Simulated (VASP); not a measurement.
Set up this calculation in VASP 6.6.1, as the native input.

- Task: single point
- Functional: PBE
- Potentials or basis: VASP PAW PBE potentials, release 64 (Si)
- Cutoff: 500 eV
- k mesh: 8 × 8 × 8
- Occupations: fermi-dirac, width 0.001 eV
- Spin: no spin polarisation
- Dipole correction: no
- Further INCAR settings: ALGO = Normal; EDIFF = 1e-06; NBANDS = 11

The structure of Si lies in POSCAR:

```
Si
1.0
    0.0000000000      2.7185000000      2.7185000000
    2.7185000000      0.0000000000      2.7185000000
    2.7185000000      2.7185000000      0.0000000000
Si
2
Direct
    0.5000000000      0.5000000000      0.5000000000
    0.7500000000      0.7500000000      0.7500000000
```

One way to write it, as run:

INCAR

```
SYSTEM = Si
PREC = Accurate
ENCUT = 500
EDIFF = 1E-6
ISMEAR = -1
SIGMA = 0.001
LREAL = .FALSE.
LASPH = .TRUE.
NELM = 120
ALGO = Normal
ISIF = 2
LWAVE = .FALSE.
LCHARG = .FALSE.
GGA = PE
NBANDS = 11
GGA_COMPAT = .FALSE.
```

KPOINTS

```
Automatic mesh
0
G
  8 8 8
  0 0 0
```

Potentials or basis: VASP PAW PBE potentials, release 64 (Si).

Launch:

```sh
$ cat potpaw_PBE.64/Si/POTCAR > POTCAR
$ mpirun -np 1 vasp_std > vasp.out
```

It gave:

```
Pressure               : 1.6 GPa
Band gap on the k mesh : 0.62 eV, indirect (least direct gap 2.56 eV)
```

Run time: 8.9 s on 1 thread of Intel(R) Xeon(R) Platinum 8488C (Sapphire Rapids), on a shared host, peak memory 0.14 GiB.
